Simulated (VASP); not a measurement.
# Al3GaN4 (Pm) in VASP: a series of runs, part 2 of 2

VASP 6.6.1.

### Step 3. Single point, r2SCAN

POSCAR reads:

```
Al3GaN4
1.0
   -5.0380822009      0.0000000000     -0.0000609628
    0.0000000000     -3.1249488261      0.0000000000
   -2.0218143651      0.0000000000     10.8207615760
Al Ga N
6 2 8
Direct
    0.2164673232      0.5000000000      0.7082775373
    0.4164673232      0.5000000000      0.2082775373
    0.9824912419      0.5000000000      0.0421009685
    0.7824912419      0.5000000000      0.5421009685
    0.6828067814      1.0000000000      0.7904722320
    0.8828067814      1.0000000000      0.2904722320
    0.1174044197      1.0000000000      0.9577522322
    0.3174044197      1.0000000000      0.4577522322
    0.5061696188      1.0000000000      0.9578085062
    0.7061696188      1.0000000000      0.4578085062
    0.5940379521      0.5000000000      0.7082161458
    0.7940379521      0.5000000000      0.2082161458
    0.3565901994      0.5000000000      0.0449905032
    0.1565901994      0.5000000000      0.5449905032
    0.0615532634      1.0000000000      0.7875823748
    0.2615532634      1.0000000000      0.2875823748
```

INCAR.step1 reads:

```
PREC = Accurate
ENCUT = 520
ISMEAR = 0
SIGMA = 0.05
LREAL = Auto
LASPH = True
NELM = 100
NBANDS = 56
GGA = PE
ALGO = Normal
EDIFF = 1E-4
LWAVE = True
LCHARG = False
```

INCAR.step2 reads:

```
PREC = Accurate
ENCUT = 520
EDIFF = 1E-6
ISMEAR = 0
SIGMA = 0.05
LREAL = Auto
LASPH = True
NELM = 100
ALGO = Normal
ISIF = 2
LWAVE = False
LCHARG = False
METAGGA = R2SCAN
LMIXTAU = True
NBANDS = 56
ISTART = 1
```

KPOINTS reads:

```
regular mesh
0
Gamma
  5 7 2
```

Potentials or basis: VASP PAW PBE potentials, release 64 (Al, Ga_d, N).

Command:

```sh
cat potpaw_PBE.64/Al/POTCAR potpaw_PBE.64/Ga_d/POTCAR potpaw_PBE.64/N/POTCAR > POTCAR
cp INCAR.step1 INCAR
mpirun -np 1 vasp_std > vasp.out
cp INCAR.step2 INCAR
mpirun -np 1 vasp_std > vasp.out
```

OUTCAR:

```text
PREC = Accurate
   ENCUT = 520
   EDIFF = 1E-6
   ISMEAR = 0
   LREAL = Auto
   LASPH = True
   NELM = 100
   ISIF = 2
   METAGGA = R2SCAN
   ISTART = 1

 ion  position               nearest neighbor table
   1  0.216  0.500  0.708-  14 1.88  15 1.89  15 1.89  11 1.90   5 3.09   5 3.09   4 3.09   5 3.10
                             5 3.10   4 3.10   7 3.12   7 3.12   8 3.13   8 3.13
   2  0.416  0.500  0.208-  13 1.88  16 1.89  16 1.89  12 1.90   6 3.09   6 3.09   3 3.09   6 3.10
                             6 3.10   3 3.10   8 3.12   8 3.12
   3  0.982  0.500  0.042-   7 1.88   7 1.88  13 1.89  12 1.90   2 3.09   2 3.10   6 3.11   6 3.11

   4  0.782  0.500  0.542-  14 1.89  10 1.89  10 1.89  11 1.90   1 3.09   8 3.10   8 3.10   1 3.10
                             8 3.11   8 3.11   5 3.11   5 3.11   6 3.14   6 3.14
   5  0.683  0.000  0.790-   9 1.89  11 1.90  11 1.90  15 1.90   1 3.09   1 3.09   7 3.09   1 3.10
                             1 3.10   4 3.11   4 3.11   7 3.11
   6  0.883  0.000  0.290-  10 1.89  12 1.90  12 1.90  16 1.90   2 3.09   2 3.09   8 3.09   2 3.10
                             2 3.10   3 3.11   3 3.11   8 3.11   4 3.14   4 3.14
   7  0.117  0.000  0.958-   3 1.88   3 1.88  15 1.94   9 1.96  13 2.29  13 2.29   5 3.09   5 3.11
                             1 3.12   1 3.12
   8  0.317  0.000  0.458-  14 1.93  14 1.93  16 1.94  10 1.96   6 3.09   4 3.10   4 3.10   4 3.11
                             4 3.11   6 3.11   2 3.12   2 3.12   1 3.13   1 3.13
   9  0.506  0.000  0.958-   5 1.89   7 1.96
  10  0.706  0.000  0.458-   4 1.89   4 1.89   6 1.89   8 1.96
  11  0.594  0.500  0.708-   4 1.90   5 1.90   5 1.90   1 1.90
  12  0.794  0.500  0.208-   3 1.90   6 1.90   6 1.90   2 1.90
  13  0.357  0.500  0.045-   2 1.88   3 1.89   7 2.29   7 2.29
  14  0.157  0.500  0.545-   1 1.88   4 1.89   8 1.93   8 1.93
  15  0.062  0.000  0.788-   1 1.89   1 1.89   5 1.90   7 1.94
  16  0.262  0.000  0.288-   2 1.89   2 1.89   6 1.90   8 1.94

  LATTYP: Found a simple monoclinic cell.
 ALAT       =     5.0380822013
 B/A-ratio  =     0.6202655497
 C/A-ratio  =     2.1849633572
 COS(beta)  =    -0.1836554177

  Lattice vectors:

 A1 = (  -5.0380822009,   0.0000000000,  -0.0000609628)
 A2 = (   0.0000000000,   3.1249488261,   0.0000000000)
 A3 = (   2.0218143651,   0.0000000000, -10.8207615760)

Analysis of symmetry for initial positions (statically):
[... 185 lines left out ...]
  energy-cutoff  :      520.00
  volume of cell :      170.36
 maximum number of plane-waves:      4612
 NGX is ok and might be reduce to    40

 number of electron      83.9999992 magnetization

 Free energy of the ion-electron system (eV)
  ---------------------------------------------------
  ext. energy  EPLUGINS =         0.00000000
  ---------------------------------------------------
  free energy    TOTEN  =      -144.65021451 eV

  energy without entropy =     -144.65021451  energy(sigma->0) =     -144.65021451

 E-fermi :   7.9637     XC(G=0): -11.7705

 val. band max:        7.7438712648   @ k =   0.0000   0.2857   0.5000
 cond. band min:       8.3549351619   @ k =   0.4000   0.1429   0.5000
 fundamental gap:      0.6110638971
 Fermi energy:         7.9637460489

 k-point     1 :       0.0000    0.0000    0.0000
  band No.  band energies     occupation
      1     -11.3984      2.00000
      2     -10.2856      2.00000
      3      -9.8052      2.00000
      4      -9.2805      2.00000
      5      -9.0267      2.00000
      6      -8.9677      2.00000
[... 1357 lines left out ...]
     53      14.2999      0.00000
     54      14.4692      0.00000
 [bands above 54 left out]

------------------------ aborting loop because EDIFF is reached ----------------------------------------

  FORCE on cell =-STRESS in cart. coord.  units (eV):
  Direction    XX          YY          ZZ          XY          YZ          ZX
  --------------------------------------------------------------------------------------
  -------------------------------------------------------------------------------------
  Total        6.7120183     30.9983301     13.0485854      0.0000000      0.0000000      3.6479495
  in kB       63.1243248    291.5291001    122.7176548      0.0000000      0.0000000     34.3077658
  external PRESSURE =     159.1236932 kB  Pullay stress =       0.0000000 kB

 VOLUME and BASIS-vectors are now :
 -----------------------------------------------------------------------------
  energy-cutoff  :      520.00
  volume of cell :      170.36
      direct lattice vectors                 reciprocal lattice vectors
    -5.038082201  0.000000000 -0.000060963    -0.198487778  0.000000000 -0.037086617
     0.000000000 -3.124948826  0.000000000     0.000000000 -0.320005240  0.000000000
    -2.021814365  0.000000000 10.820761576    -0.000001118  0.000000000  0.092414728

 POSITION                                       TOTAL-FORCE (eV/Angst)
 -----------------------------------------------------------------------------------
     -2.52259     -1.56247      7.66409         0.161954      0.000000      0.232657
     -2.51930     -1.56247      2.25370        -0.761968      0.000000      0.317020
     -5.03499     -1.56247      0.45550         6.632561      0.000000     12.150690
     -5.03828     -1.56247      5.86590        -0.074758      0.000000      0.011315
     -5.03822      0.00000      8.55347        -0.593924      0.000000     -0.426017
     -5.03493      0.00000      3.14308         0.113486      0.000000     -0.148390
[... 8 lines left out ...]
     -1.90246      0.00000      8.52224         0.027717      0.000000     -1.508068
     -1.89917      0.00000      3.11184         0.102102      0.000000     -0.407022
 -----------------------------------------------------------------------------------
    total drift:                               -0.000423      0.000000      0.006049

  FREE ENERGIE OF THE ION-ELECTRON SYSTEM (eV)
  ---------------------------------------------------
  free  energy   TOTEN  =      -144.6502145092 eV

  energy  without entropy=     -144.6502145091  energy(sigma->0) =     -144.65021451
```

OSZICAR.step1:

```text
N       E                     dE             d eps       ncg     rms          rms(c)
DAV:   1     0.848154228545E+03    0.84815E+03   -0.35394E+04  3072   0.192E+03
DAV:   2     0.517359505748E+02   -0.79642E+03   -0.73644E+03  3040   0.567E+02
DAV:   3    -0.103575496611E+03   -0.15531E+03   -0.15020E+03  3096   0.181E+02
DAV:   4    -0.114917400071E+03   -0.11342E+02   -0.11236E+02  3608   0.549E+01
DAV:   5    -0.115245436902E+03   -0.32804E+00   -0.32680E+00  3376   0.923E+00    0.224E+01
DAV:   6    -0.997232160741E+02    0.15522E+02   -0.56396E+01  4368   0.503E+01    0.784E+00
DAV:   7    -0.999087677718E+02   -0.18555E+00   -0.61551E+00  3136   0.126E+01    0.575E+00
DAV:   8    -0.998236648286E+02    0.85103E-01   -0.59680E-01  3856   0.628E+00    0.201E+00
DAV:   9    -0.998165768236E+02    0.70880E-02   -0.16930E-01  3536   0.361E+00    0.791E-01
DAV:  10    -0.998113901906E+02    0.51866E-02   -0.46595E-02  3512   0.127E+00    0.483E-01
DAV:  11    -0.998117519273E+02   -0.36174E-03   -0.90152E-03  3200   0.494E-01    0.267E-01
DAV:  12    -0.998125211764E+02   -0.76925E-03   -0.20385E-03  3528   0.334E-01    0.598E-02
DAV:  13    -0.998125818175E+02   -0.60641E-04   -0.36641E-04  2744   0.190E-01
   1 F= -.99812582E+02 E0= -.99812582E+02  d E =-.176827E-11
```

Wall time 9.7 min (1 thread of Intel Xeon 6975P-C (Granite Rapids), shared host); peak memory 0.39 GiB.

What came out:

```yaml
Free_energy: -144.6502 eV
Pressure: 15.9 GPa
Largest_force: 13.843 eV/Å
Band_gap_on_the_k_mesh: 0.61 eV (least direct gap 0.93 eV)
```

Forces in eV/Å, atoms in the order of the input:
```
Al    0.162   0.000   0.233
Al   -0.762   0.000   0.317
Al    6.633   0.000  12.151
Al   -0.075   0.000   0.011
Al   -0.594   0.000  -0.426
Al    0.113   0.000  -0.148
Ga   -4.451   0.000 -11.531
Ga   -0.027   0.000   0.136
N     0.755   0.000   2.057
N    -0.071   0.000   0.023
N     0.035   0.000   0.220
N     0.175   0.000   0.388
N    -2.066   0.000  -1.377
N     0.043   0.000  -0.138
N     0.028   0.000  -1.508
N     0.102   0.000  -0.407
```

Stress tensor (GPa, compression positive):
```
 6.31  0.00  3.43
 0.00 29.15  0.00
 3.43  0.00 12.27
```

Caveat: the cell stands under pressure; the PAW data sets were made with another functional, which shifts forces and pressure a little; an odd mesh through Γ misses points on the zone boundary, where band edges can lie.

### Step 4. Single point, r2SCAN

This run uses another cell than the first one, of the same volume but with other edges.

POSCAR reads:

```
Al3GaN4
1.0
   -5.0380822009      0.0000000000     -0.0000609628
    0.0000000000     -3.1249488261      0.0000000000
   -3.0294308052      0.0000000000     10.8207493834
Al Ga N
6 2 8
Direct
    0.0748118157      0.5000000000      0.7082775373
    0.3748118157      0.5000000000      0.2082775373
    0.9740710482      0.5000000000      0.0421009685
    0.6740710482      0.5000000000      0.5421009685
    0.5247123350      1.0000000000      0.7904722320
    0.8247123350      1.0000000000      0.2904722320
   -0.0741460267      1.0000000000      0.9577522322
    0.2258539733      1.0000000000      0.4577522322
    0.3146079176      1.0000000000      0.9578085062
    0.6146079176      1.0000000000      0.4578085062
    0.4523947229      0.5000000000      0.7082161458
    0.7523947229      0.5000000000      0.2082161458
    0.3475920988      0.5000000000      0.0449905032
    0.0475920988      0.5000000000      0.5449905032
   -0.0959632116      1.0000000000      0.7875823748
    0.2040367884      1.0000000000      0.2875823748
```

INCAR.step1 reads:

```
  PREC = Accurate
  ENCUT = 520
  ISMEAR = 0
  SIGMA = 0.05
  LREAL = Auto
  LASPH = True
  NELM = 80
  NBANDS = 56
  GGA = PE
  ALGO = Normal
  EDIFF = 1E-4
  LWAVE = True
  LCHARG = False
```

INCAR.step2 reads:

```
  PREC = Accurate
  ENCUT = 520
  EDIFF = 1E-6
  ISMEAR = 0
  SIGMA = 0.05
  LREAL = Auto
  LASPH = True
  NELM = 80
  ALGO = Normal
  ISIF = 2
  LWAVE = False
  LCHARG = False
  METAGGA = R2SCAN
  LMIXTAU = True
  NBANDS = 56
  ISTART = 1
```

KPOINTS reads:

```
Automatic mesh
0
Gamma
  5 7 2
```

Command:

```sh
cat potpaw_PBE.64/Al/POTCAR potpaw_PBE.64/Ga_d/POTCAR potpaw_PBE.64/N/POTCAR > POTCAR
cp INCAR.step1 INCAR
mpirun -np 1 vasp_std > vasp.out
cp INCAR.step2 INCAR
mpirun -np 1 vasp_std > vasp.out
```

It took 8.1 min on 1 thread of Intel Xeon 6975P-C (Granite Rapids), shared host; peak memory 0.38 GiB.

It converged, with:

| Property | Result |
| --- | --- |
| Free energy | -145.3344 eV |
| Pressure | 15.1 GPa |
| Largest force | 13.987 eV/Å |
| Band gap on the k mesh | 1.19 eV (least direct gap 1.31 eV) |

Forces on the atoms (eV/Å):
```
Al    0.178   0.000   0.273
Al   -0.771   0.000   0.318
Al   -5.403   0.000  12.325
Al   -0.044   0.000  -0.114
Al   -0.899   0.000  -0.416
Al    0.205   0.000  -0.153
Ga    7.458   0.000 -11.832
Ga   -0.089   0.000   0.040
N    -2.143   0.000   1.672
N    -0.075   0.000   0.196
N     0.042   0.000   0.347
N    -0.024   0.000   1.079
N     1.286   0.000  -2.521
N     0.046   0.000  -0.031
N     0.155   0.000  -0.755
N     0.077   0.000  -0.427
```

Stress tensor (GPa, compression positive):
```
 7.08  0.00 -4.10
 0.00 26.80  0.00
-4.10  0.00 11.52
```

Levels at points of the mesh, in eV from the valence-band top:
```
           k point  band 40  band 41  band 42  band 43  band 44  band 45
(0.00, 0.00, 0.00)    -1.70    -1.32    -0.55     2.24     3.26     3.59
(0.00, 0.00, 0.50)    -1.71    -1.57    -0.48     2.24     2.91     4.11
```

Caveat: the cell stands under pressure; the PAW data sets were made with another functional, which shifts forces and pressure a little; an odd mesh through Γ misses points on the zone boundary, where band edges can lie.

### Step 5. Summary

| cell | gap on the mesh (eV) | pressure (GPa) | largest force (eV/Å) |
| --- | --- | --- | --- |
| a = 5.038, b = 3.125, c = 10.868 Å, angles 90.0, 84.6, 90.0°, 16 atoms | 0.39 | 3.9 | 7.07 |
| a = 5.038, b = 3.125, c = 11.008 Å, angles 90.0, 79.4, 90.0°, 16 atoms | 0.61 | 15.9 | 13.84 |
| a = 5.038, b = 3.125, c = 11.237 Å, angles 90.0, 74.4, 90.0°, 16 atoms | 1.19 | 15.1 | 13.99 |

Alike in all rows: task single point; level r2SCAN; potentials or basis VASP PAW PBE potentials, release 64 (Al, Ga_d, N); no spin polarisation; k mesh 5 × 7 × 2; cutoff (eV) 520; smearing gaussian 0.05 eV.

Caveats: the cell stands under pressure; the PAW data sets were made with another functional, which shifts forces and pressure a little; an odd mesh through Γ misses points on the zone boundary, where band edges can lie.

Total energies depend on the potentials used, so only differences within one code and one set of settings carry meaning.
